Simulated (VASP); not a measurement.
# CuO (Cc) in VASP: a series of runs

Runs on CuO. Level: PBEsol+U. Tasks: single point.

All numbers are computed with VASP 6.6.1; they aren't measurements. Logs are shortened: lines on timing, memory, paths and dates and some standing lists are left out, and cuts for length are marked.

## (1) The cell of the first run

The structure is monoclinic, space group Cc (No. 9). Conventional cell: a = 4.689 Å, b = 3.427 Å, c = 5.132 Å, α = 90.00°, β = 99.65°, γ = 90.00°. Within 2.5 Å of Cu (site symmetry 1) lie 4 O at 1.91 to 2.02 Å. Within 2.5 Å of O (site symmetry 1) lie 4 Cu at 1.91 to 2.02 Å.

## (2) Single point, PBEsol+U, collinear spin

INCAR reads:

```
  PREC = Accurate
  ENCUT = 520
  EDIFF = 1E-6
  ISMEAR = 0
  SIGMA = 0.05
  LREAL = F
  LASPH = T
  NELM = 150
  ALGO = Normal
  ISIF = 2
  LWAVE = F
  LCHARG = T
  ISPIN = 2
  MAGMOM = 0.03 0.03 0.01 0.01
  LORBIT = 11
  LMAXMIX = 4
  LDAU = T
  LDAUTYPE = 2
  LDAUL = 2 -1
  LDAUU = 1 0
  LDAUJ = 0 0
  LDAUPRINT = 1
  GGA = PS
  LELF = T
  LVHAR = T
  NBANDS = 29
```

KPOINTS reads:

```
regular mesh
0
Gamma
  7 7 4
```

POSCAR reads:

```
CuO
1.0
    2.3446497600     -1.7133998200      0.0000000000
    2.3446497600      1.7133998200      0.0000000000
   -0.8605499100      0.0000000000      5.0594394800
Cu O
2 2
Direct
    0.0032000000      0.4968000000      0.0000000000
    0.4968000000      0.0032000000      0.5000000000
    0.5714000000      0.4056000000      0.2537000000
    0.4056000000      0.5714000000      0.7537000000
```

Potentials or basis: VASP PAW PBE potentials, release 64 (Cu, O).

Launch:

```console
cat potpaw_PBE.64/Cu/POTCAR potpaw_PBE.64/O/POTCAR > POTCAR
mpirun -np 1 vasp_std > vasp.out
```

OUTCAR:

```text
PREC = Accurate
   ENCUT = 520
   EDIFF = 1E-6
   ISMEAR = 0
   LREAL = F
   LASPH = T
   NELM = 150
   ISIF = 2
   ISPIN = 2
   LORBIT = 11
   GGA = PS

 ion  position               nearest neighbor table
   1  0.003  0.497  0.000-   4 1.91   3 1.93   4 1.98   3 2.02
   2  0.497  0.003  0.500-   3 1.91   4 1.93   3 1.98   4 2.02
   3  0.571  0.406  0.254-   2 1.91   1 1.93   2 1.98   1 2.02
   4  0.406  0.571  0.754-   1 1.91   2 1.93   1 1.98   2 2.02

  LATTYP: Found a base centered monoclinic cell.
 ALAT       =     4.6892995200
 B/A-ratio  =     0.7307700490
 C/A-ratio  =     1.0944283419
 COS(beta)  =    -0.1676798045

  Lattice vectors:

 A1 = (   2.3446497600,  -1.7133998200,   0.0000000000)
 A2 = (   2.3446497600,   1.7133998200,   0.0000000000)
 A3 = (  -0.8605499100,   0.0000000000,   5.0594394800)

Analysis of symmetry for initial positions (statically):
=====================================================================
 Subroutine PRICEL returns:
 Original cell was already a primitive cell.

 Routine SETGRP: Setting up the symmetry group for a
 base centered monoclinic supercell.

 Subroutine GETGRP returns: Found  2 space group operations
 (whereof  1 operations were pure point group operations)
 out of a pool of  4 trial point group operations.

The static configuration has the point symmetry C_1 .
 The point group associated with its full space group is C_1h.

Analysis of symmetry for dynamics (positions and initial velocities):
=====================================================================
 Subroutine PRICEL returns:
 Original cell was already a primitive cell.

 Routine SETGRP: Setting up the symmetry group for a
 base centered monoclinic supercell.

 Subroutine GETGRP returns: Found  2 space group operations
 (whereof  1 operations were pure point group operations)
 out of a pool of  4 trial point group operations.

The dynamic configuration has the point symmetry C_1 .
 The point group associated with its full space group is C_1h.

Analysis of structural, dynamic, and magnetic symmetry:
=====================================================================
 Subroutine PRICEL returns:
 Original cell was already a primitive cell.

 Routine SETGRP: Setting up the symmetry group for a
 base centered monoclinic supercell.

 Subroutine GETGRP returns: Found  2 space group operations
 (whereof  1 operations were pure point group operations)
 out of a pool of  4 trial point group operations.

The overall configuration has the point symmetry C_1 .
 The point group associated with its full space group is C_1h.

 Subroutine INISYM returns: Found  2 space group operations
 (whereof  1 operations are pure point group operations),
 and found     1 'primitive' translations

----------------------------------------------------------------------------------------

                                     Primitive cell

  volume of cell :      40.6508

  direct lattice vectors                    reciprocal lattice vectors
[... 148 lines left out ...]
  0.9399 -0.0145  0.0128  0.0082 -0.0023
 -0.0145  0.8955  0.0009  0.0823 -0.0258
  0.0128  0.0009  0.9612 -0.0019 -0.0014
  0.0082  0.0823 -0.0019  0.8458  0.0339
 -0.0023 -0.0258 -0.0014  0.0339  0.9450

 occupancies and eigenvectors

  o =  0.7725  v =  0.0000  0.0000  0.0000  0.0000  0.0000  0.0929  0.5793 -0.0150 -0.7733  0.2399      0.0000  0.0000  0.0000  0.0000  0.0000  0.0000  0.0000  0.0000  0.0000  0.0000
  o =  0.7837  v =  0.0938  0.5828 -0.0086 -0.7688  0.2458  0.0000  0.0000  0.0000  0.0000  0.0000      0.0000  0.0000  0.0000  0.0000  0.0000  0.0000  0.0000  0.0000  0.0000  0.0000
  o =  0.9335  v =  0.0000  0.0000  0.0000  0.0000  0.0000  0.8739  0.1585 -0.4006  0.1986 -0.1059      0.0000  0.0000  0.0000  0.0000  0.0000  0.0000  0.0000  0.0000  0.0000  0.0000
  o =  0.9341  v =  0.8745  0.1591 -0.4000  0.2000 -0.0995  0.0000  0.0000  0.0000  0.0000  0.0000      0.0000  0.0000  0.0000  0.0000  0.0000  0.0000  0.0000  0.0000  0.0000  0.0000
  o =  0.9550  v =  0.0000  0.0000  0.0000  0.0000  0.0000 -0.0456 -0.2533 -0.2027 -0.4492 -0.8312      0.0000  0.0000  0.0000  0.0000  0.0000  0.0000  0.0000  0.0000  0.0000  0.0000
  o =  0.9554  v = -0.0418 -0.2343 -0.2002 -0.4483 -0.8381  0.0000  0.0000  0.0000  0.0000  0.0000      0.0000  0.0000  0.0000  0.0000  0.0000  0.0000  0.0000  0.0000  0.0000  0.0000
  o =  0.9578  v =  0.0000  0.0000  0.0000  0.0000  0.0000  0.1291 -0.7184 -0.3123 -0.3659  0.4856      0.0000  0.0000  0.0000  0.0000  0.0000  0.0000  0.0000  0.0000  0.0000  0.0000
  o =  0.9582  v =  0.1272 -0.7213 -0.3144 -0.3768  0.4720  0.0000  0.0000  0.0000  0.0000  0.0000      0.0000  0.0000  0.0000  0.0000  0.0000  0.0000  0.0000  0.0000  0.0000  0.0000
  o =  0.9684  v =  0.0000  0.0000  0.0000  0.0000  0.0000  0.4570 -0.2432  0.8371 -0.1641 -0.0665      0.0000  0.0000  0.0000  0.0000  0.0000  0.0000  0.0000  0.0000  0.0000  0.0000
  o =  0.9686  v =  0.4566 -0.2449  0.8372 -0.1611 -0.0681  0.0000  0.0000  0.0000  0.0000  0.0000      0.0000  0.0000  0.0000  0.0000  0.0000  0.0000  0.0000  0.0000  0.0000  0.0000

atom =   2  type =  1  l = 2

 onsite density matrix

spin component  1

  0.9404 -0.0141 -0.0125 -0.0075  0.0023
 -0.0141  0.8988 -0.0002 -0.0776  0.0250
 -0.0125 -0.0002  0.9615 -0.0009 -0.0017
 -0.0075 -0.0776 -0.0009  0.8538  0.0325
  0.0023  0.0250 -0.0017  0.0325  0.9455

spin component  2

  0.9399 -0.0145 -0.0128 -0.0082  0.0023
 -0.0145  0.8955 -0.0009 -0.0823  0.0258
 -0.0128 -0.0009  0.9612 -0.0019 -0.0014
 -0.0082 -0.0823 -0.0019  0.8458  0.0339
  0.0023  0.0258 -0.0014  0.0339  0.9450

 occupancies and eigenvectors

  o =  0.7725  v =  0.0000  0.0000  0.0000  0.0000  0.0000 -0.0929 -0.5793 -0.0150 -0.7733  0.2399      0.0000  0.0000  0.0000  0.0000  0.0000  0.0000  0.0000  0.0000  0.0000  0.0000
  o =  0.7837  v = -0.0938 -0.5828 -0.0086 -0.7688  0.2458  0.0000  0.0000  0.0000  0.0000  0.0000      0.0000  0.0000  0.0000  0.0000  0.0000  0.0000  0.0000  0.0000  0.0000  0.0000
  o =  0.9335  v =  0.0000  0.0000  0.0000  0.0000  0.0000 -0.8739 -0.1585 -0.4006  0.1986 -0.1059      0.0000  0.0000  0.0000  0.0000  0.0000  0.0000  0.0000  0.0000  0.0000  0.0000
  o =  0.9341  v = -0.8745 -0.1591 -0.4000  0.2000 -0.0995  0.0000  0.0000  0.0000  0.0000  0.0000      0.0000  0.0000  0.0000  0.0000  0.0000  0.0000  0.0000  0.0000  0.0000  0.0000
  o =  0.9550  v =  0.0000  0.0000  0.0000  0.0000  0.0000  0.0456  0.2533 -0.2027 -0.4492 -0.8312      0.0000  0.0000  0.0000  0.0000  0.0000  0.0000  0.0000  0.0000  0.0000  0.0000
  o =  0.9554  v =  0.0418  0.2343 -0.2002 -0.4483 -0.8381  0.0000  0.0000  0.0000  0.0000  0.0000      0.0000  0.0000  0.0000  0.0000  0.0000  0.0000  0.0000  0.0000  0.0000  0.0000
  o =  0.9578  v =  0.0000  0.0000  0.0000  0.0000  0.0000 -0.1291  0.7184 -0.3123 -0.3659  0.4856      0.0000  0.0000  0.0000  0.0000  0.0000  0.0000  0.0000  0.0000  0.0000  0.0000
  o =  0.9582  v = -0.1272  0.7213 -0.3144 -0.3768  0.4720  0.0000  0.0000  0.0000  0.0000  0.0000      0.0000  0.0000  0.0000  0.0000  0.0000  0.0000  0.0000  0.0000  0.0000  0.0000
  o =  0.9684  v =  0.0000  0.0000  0.0000  0.0000  0.0000 -0.4570  0.2432  0.8371 -0.1641 -0.0665      0.0000  0.0000  0.0000  0.0000  0.0000  0.0000  0.0000  0.0000  0.0000  0.0000
  o =  0.9686  v = -0.4566  0.2449  0.8372 -0.1611 -0.0681  0.0000  0.0000  0.0000  0.0000  0.0000      0.0000  0.0000  0.0000  0.0000  0.0000  0.0000  0.0000  0.0000  0.0000  0.0000

 number of electron      33.9999999 magnetization       0.0388998

 Free energy of the ion-electron system (eV)
  ---------------------------------------------------
  ext. energy  EPLUGINS =         0.00000000
  ---------------------------------------------------
  free energy    TOTEN  =       -20.58960578 eV

  energy without entropy =      -20.58619727  energy(sigma->0) =      -20.58790152

 E-fermi :   5.4074     XC(G=0): -12.1560

 val. band max:        5.4046486719   @ k =   0.4286   0.0000   0.0000
 cond. band min:       5.4176060362   @ k =  -0.1429  -0.0000   0.2500
 fundamental gap:      0.0129573643
 Fermi energy:         5.4074059305

 spin component 1

 k-point     1 :       0.0000    0.0000    0.0000
  band No.  band energies     occupation
      1     -14.3652      1.00000
      2     -13.0198      1.00000
      3      -2.7401      1.00000
      4      -0.1613      1.00000
      5       0.1901      1.00000
      6       1.8902      1.00000
[... 1529 lines left out ...]
     28      23.6885      0.00000
     29      25.5119      0.00000

 [... further k-points ...]

------------------------ aborting loop because EDIFF is reached ----------------------------------------

  FORCE on cell =-STRESS in cart. coord.  units (eV):
  Direction    XX          YY          ZZ          XY          YZ          ZX
  --------------------------------------------------------------------------------------
  -------------------------------------------------------------------------------------
  Total       -0.7967941     -0.2293706     -1.1227776      0.0000000      0.0000000     -0.2500022
  in kB      -31.4041886     -9.0402266    -44.2522370      0.0000000      0.0000000     -9.8533832
  external PRESSURE =     -28.2322174 kB  Pullay stress =       0.0000000 kB

 VOLUME and BASIS-vectors are now :
 -----------------------------------------------------------------------------
  energy-cutoff  :      520.00
  volume of cell :       40.65
      direct lattice vectors                 reciprocal lattice vectors
     2.344649760 -1.713399820  0.000000000     0.213251467 -0.291817470  0.036271514
     2.344649760  1.713399820  0.000000000     0.213251467  0.291817470  0.036271514
    -0.860549910  0.000000000  5.059439480     0.000000000  0.000000000  0.197650353

 POSITION                                       TOTAL-FORCE (eV/Angst)
 -----------------------------------------------------------------------------------
      1.17232      0.84573      0.00000        -0.597197      0.327925      0.232530
      0.74205     -0.84573      2.52972        -0.597197     -0.327925      0.232530
      2.07240     -0.28408      1.28358         0.597197      0.385905     -0.232530
      1.64213      0.28408      3.81330         0.597197     -0.385905     -0.232530
 -----------------------------------------------------------------------------------
    total drift:                                0.000010      0.000000     -0.000698

  FREE ENERGIE OF THE ION-ELECTRON SYSTEM (eV)
  ---------------------------------------------------
  free  energy   TOTEN  =       -20.5896057800 eV

  energy  without entropy=      -20.5861972665  energy(sigma->0) =      -20.58790152

 total charge

# of ion       s       p       d       tot
------------------------------------------
    1        0.381   0.391   9.166   9.938
    2        0.381   0.391   9.166   9.938
    3        1.572   3.358   0.000   4.930
    4        1.572   3.358   0.000   4.930
--------------------------------------------------
tot          3.905   7.498  18.333  29.736

 magnetization (x)

# of ion       s       p       d       tot
------------------------------------------
    1       -0.000   0.000   0.013   0.013
    2       -0.000   0.000   0.013   0.013
    3        0.000   0.006   0.000   0.006
    4        0.000   0.006   0.000   0.006
--------------------------------------------------
tot          0.001   0.012   0.026   0.039
```

It took 74 s on 1 thread of Intel Xeon 6975P-C (Granite Rapids), shared host; peak memory 0.23 GiB.

What came out:

```yaml
Free_energy: -20.5896 eV
Pressure: -2.8 GPa
Largest_force: 0.748 eV/Å
Band_gap_on_the_k_mesh: zero (filled and empty bands overlap)
Net_moment: 0.04 μB per cell
Valence_electrons_inside_the_program's_atomic_spheres: Cu 9.94; O 4.93
```

Forces on the atoms (eV/Å):
```
Cu  -0.597  0.328  0.233
Cu  -0.597 -0.328  0.233
O    0.597  0.386 -0.233
O    0.597 -0.386 -0.233
```

Eigenvalues of the final occupation matrices:
```csv
site,spin,trace,eigenvalues
site 1 d,1,4.60,0.78 0.93 0.96 0.96 0.97
site 1 d,2,4.59,0.77 0.93 0.95 0.96 0.97
site 2 d,1,4.60,0.78 0.93 0.96 0.96 0.97
site 2 d,2,4.59,0.77 0.93 0.95 0.96 0.97
```

Caveat: the PAW data sets were made with another functional, which shifts forces and pressure a little.

## (3) Single point, PBEsol+U, collinear spin

INCAR reads:

```
ALGO = Normal ; EDIFF = 1E-6
ENCUT = 520 ; GGA = PS
ISIF = 2 ; ISMEAR = 0
ISPIN = 2 ; LASPH = T
LCHARG = F ; LDAU = T
LDAUJ = 0 0 ; LDAUL = 2 -1
LDAUPRINT = 1 ; LDAUTYPE = 2
LDAUU = 1 0 ; LMAXMIX = 4
LORBIT = 11 ; LREAL = F
LWAVE = F ; MAGMOM = 0.29 -0.29 0 0
NBANDS = 29 ; NELM = 150
PREC = Accurate ; SIGMA = 0.05
```

KPOINTS reads:

```
k-points
0
Gamma
  7 7 4
```

POSCAR is that of step 2.

Potentials or basis: VASP PAW PBE potentials, release 64 (Cu, O).

Launch:

```console
cat potpaw_PBE.64/Cu/POTCAR potpaw_PBE.64/O/POTCAR > POTCAR
mpirun -np 1 vasp_std > vasp.out
```

Run time: 74 s. Hardware: 1 thread of Intel Xeon 6975P-C (Granite Rapids), shared host; peak memory 0.24 GiB.

It converged, with:

- Free energy: -20.6005 eV
- Pressure: -2.7 GPa
- Largest force: 0.734 eV/Å
- Band gap on the k mesh: zero (filled and empty bands overlap)
- Net moment: 0.00 μB per cell
- Site moments: Cu +0.30, -0.30; O -0.00, +0.00 μB
- Valence electrons inside the program's atomic spheres: Cu 9.93; O 4.94

Forces in eV/Å, atoms in the order of the input:
```
Cu  -0.610  0.316  0.254
Cu  -0.610 -0.316  0.254
O    0.610  0.321 -0.254
O    0.610 -0.321 -0.254
```

Stress tensor (GPa, compression positive):
```
-3.34  0.00 -1.06
 0.00 -1.05  0.00
-1.06  0.00 -3.69
```

Levels at points of the mesh, in eV from the Fermi level:
Spin up:
```tsv
k point	band 14	band 15	band 16	band 17	band 18	band 19	band 20	band 21
(0.00, 0.00, 0.00)	-2.44	-2.32	-1.88	0.13	1.02	1.68	6.02	8.17
(0.00, 0.00, 0.50)	-2.39	-1.59	-1.53	-0.09	0.59	3.89	3.95	11.63
```
Spin down:
| k point | band 13 | band 14 | band 15 | band 16 | band 17 | band 18 | band 19 | band 20 | band 21 | band 22 |
| --- | --- | --- | --- | --- | --- | --- | --- | --- | --- | --- |
| (0.00, 0.00, 0.00) | -2.51 | -2.44 | -2.32 | -1.88 | 0.13 | 1.02 | 1.68 | 6.02 | 8.17 | 13.33 |
| (0.00, 0.00, 0.50) | -2.51 | -2.39 | -1.59 | -1.53 | -0.09 | 0.59 | 3.89 | 3.95 | 11.63 | 11.64 |

Eigenvalues of the final occupation matrices:
```tsv
site	spin	trace	eigenvalues
site 1 d	1	4.74	0.92 0.94 0.96 0.96 0.97
site 1 d	2	4.43	0.61 0.94 0.96 0.96 0.97
site 2 d	1	4.43	0.61 0.94 0.96 0.96 0.97
site 2 d	2	4.74	0.92 0.94 0.96 0.96 0.97
```

Caveat: semilocal functionals underestimate gaps, and a narrow one can read as zero; the PAW data sets were made with another functional, which shifts forces and pressure a little.
